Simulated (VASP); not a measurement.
**Os: relaxation of cell and atoms with PBE**

Crystal: Os.

```
Os
1.0
     0.00000    2.46856    2.46856
     2.46856    0.00000    2.46856
     2.46856    2.46856    0.00000
Os
2
Cartesian
  -0.6171 -0.6171 -0.6171
  0.6171 0.6171 0.6171
```

This isn't the form of Os at room conditions, which is hcp.

- Program: VASP 6.6.1
- Task: relaxation of cell and atoms
- Functional: PBE
- Potentials or basis: VASP PAW PBE potentials, release 64 (Os)
- Cutoff: 600 eV
- k mesh: 14 × 14 × 14
- Occupations: fermi-dirac, width 0.1 eV
- Spin: no spin polarisation
- Target pressure: 160 GPa
- Dipole correction: no
- Further INCAR settings: ALGO = Normal; EDIFF = 1e-06; IBRION = 2; EDIFFG = -0.005; NSW = 32; ISIF = 3

The relaxed volume is 14.89 Å³/atom, the relaxed cell is a = 3.479 Å, b = 3.479 Å, c = 3.479 Å, α = 60.00°, β = 60.00°, γ = 60.00° and the space group after relaxing (to 0.1 Å) is Fd-3m (No. 227). The energy change on relaxing (the run minimises the enthalpy) is +147.7 meV/atom, the ionic steps are 4 and the pressure after relaxing is 160.0 GPa. The band gap on the k mesh is zero (bands 8 and 9 overlap by 1.82 eV).

The path:
```csv
step,energy change (eV),largest force (eV/Å),pressure (GPa),volume (Å³)
1,0.0000,0.0000,152.29,30.09
2,3.7176,0.0000,245.85,27.04
3,0.2805,0.0000,159.59,29.80
4,0.2953,0.0000,159.96,29.78
```

Final structure:
```cif
data_structure
_symmetry_space_group_name_H-M 'P 1'
_symmetry_Int_Tables_number 1
_cell_length_a 3.4793
_cell_length_b 3.4793
_cell_length_c 3.4793
_cell_angle_alpha 60.000
_cell_angle_beta 60.000
_cell_angle_gamma 60.000
_cell_volume 29.78
loop_
_atom_site_label
_atom_site_type_symbol
_atom_site_fract_x
_atom_site_fract_y
_atom_site_fract_z
_atom_site_occupancy
Os1 Os 0.87500 0.87500 0.87500 1
Os2 Os 0.12500 0.12500 0.12500 1
```

Levels at points of the mesh, in eV from the Fermi level:
```
           k point  band 5  band 6  band 7  band 8  band 9  band 10  band 11  band 12
(0.00, 0.00, 0.00)   -4.99   -4.99   -0.75   -0.75   -0.75     4.52     4.52    12.02
(0.50, 0.00, 0.00)   -5.69   -5.69   -1.84    0.97    0.97     3.11     3.11     4.18
(0.50, 0.50, 0.00)   -2.85   -2.85   -2.29   -2.29    3.59     3.59     4.96     4.96
```

Run time: 97 s on 1 thread of Oxide Virtual Turin-like Processor, on a shared host, peak memory 0.15 GiB.

Caveat: the cell is relaxed towards a set pressure, so the run minimises the enthalpy, not the energy; spin-orbit coupling is left out, which moves the levels of the heavy elements.
